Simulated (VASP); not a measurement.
A run of VASP 6.6.1 is set up as follows.

The input INCAR:

```
PREC = Accurate
ENCUT = 600
EDIFF = 1E-6
ISMEAR = 0
SIGMA = 0.01
LREAL = F
LASPH = T
NELM = 120
ALGO = Normal
ISIF = 2
LWAVE = F
LCHARG = F
GGA = PE
NBANDS = 29
GGA_COMPAT = F
```

KPOINTS

```
Automatic mesh
0
Gamma
  4 4 6
```

The input POSCAR:

```
FeS2
1.0
    4.4308093927      0.0000000000      0.0000000000
    0.0000000000      5.4005595620      0.0000000000
    0.0000000000      0.0000000000      3.3792367813
Fe S
2 4
Direct
    0.5000000000      0.5000000000      0.5000000000
    0.0000000000      0.0000000000      0.0000000000
    0.2990463069      0.8778422770      0.5000000000
    0.7009536931      0.1221577230      0.5000000000
    0.2009536931      0.3778422770      0.0000000000
    0.7990463069      0.6221577230      0.0000000000
```

Potentials or basis: VASP PAW PBE potentials, release 64 (Fe, S).

Command:

```console
$ cat potpaw_PBE.64/Fe/POTCAR potpaw_PBE.64/S/POTCAR > POTCAR
$ mpirun -np 1 vasp_std > vasp.out
```

Question: Estimate the band gap on the k mesh.

Answer: 0.92 eV (least direct gap 1.19 eV).

Question: What does it give for the largest force?

Answer: 0.250 eV/Å.

Question: What does it give for the pressure?

Answer: 0.9 GPa.

Forces in eV/Å, atoms in the order of the input:
```
Fe   0.000  0.000  0.000
Fe   0.000  0.000  0.000
S   -0.220 -0.119  0.000
S    0.220  0.119  0.000
S    0.220 -0.119  0.000
S   -0.220  0.119  0.000
```

A k mesh can miss the band edges. Spin polarisation is off, so any magnetic state and its effect on volume and gap are missing.
